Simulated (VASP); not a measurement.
A run of VASP 6.6.1:

INCAR

```
PREC = Accurate
ENCUT = 520
EDIFF = 1E-6
ISMEAR = -1
SIGMA = 0.02
LREAL = F
LASPH = T
NELM = 80
ALGO = Normal
ISIF = 2
LWAVE = F
LCHARG = F
GGA = PE
NBANDS = 36
```

KPOINTS

```
Automatic mesh
0
Gamma
  8 8 8
```

Contents of POSCAR:

```
Ga3Sb2P
1.0
   -2.0884979784      6.2581738621      2.9463210247
    2.0884979784     -6.2581738621      2.9463210247
    2.0884979784      6.2581738621     -2.9463210247
P Ga Sb
1 3 2
Direct
    0.0013029147      0.0013029147      0.0000000000
    0.2181108723      0.7181108723      0.5000000000
    0.6132325866      0.7664847392      0.8467478473
    0.9197368919      0.7664847392      0.1532521527
    0.3337002425     -0.0011916327      0.3348918753
    0.6639164920     -0.0011916327      0.6651081247
```

Potentials or basis: VASP PAW PBE potentials, release 64 (P, Ga_d, Sb).

Command:

```sh
$ cat potpaw_PBE.64/P/POTCAR potpaw_PBE.64/Ga_d/POTCAR potpaw_PBE.64/Sb/POTCAR > POTCAR
$ mpirun -np 1 vasp_std > vasp.out
```

Hardware: 1 thread of Intel(R) Xeon(R) Platinum 8375C CPU @ 2.90GHz (Ice Lake) (shared host).

Q: Estimate the wall time of this run.

A: Run time: 14 min on 1 thread of Intel(R) Xeon(R) Platinum 8375C CPU @ 2.90GHz (Ice Lake) (shared host), peak memory 0.71 GiB. Counts: scf iterations 14, k points 95.
